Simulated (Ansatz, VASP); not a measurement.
Si4O in VASP and in Ansatz

```
Si O
1.0
     5.14630    0.00000    0.00000
     0.00000    5.14630    0.00000
     0.00000    0.00000    2.54730
Si O
4 1
Direct
  0.68508 0.84893 0.50000
  0.31492 0.15107 0.50000
  0.15107 0.68508 0.50000
  0.84893 0.31492 0.50000
  0.50000 0.50000 0.00000
```

Alike in both runs: functional PBE; k mesh 8 × 8 × 14; occupations gaussian, width 0.1 eV; no spin polarisation.

Ansatz relaxed the structure, and its values are those at the end. VASP's run is a single point on that final structure, the one shown.

|  | VASP | Ansatz |
| --- | --- | --- |
| version | VASP 6.6.1 | Ansatz 0.2.0 |
| potentials or method | VASP PAW PBE potentials, release 64 (Si, O), cutoff 520 eV | scalar-relativistic, plane waves, PAW |
| valence electrons in the cell | 22 | 22 |

|  | VASP | Ansatz | Ansatz less VASP |
| --- | --- | --- | --- |
| gap on the k mesh at the Fermi level (eV) | none | none | - |
| pressure (GPa) | -0.1 | 0.0 | +0.04 |

A gap of «none» marks a metal or a gap that the smearing closes.
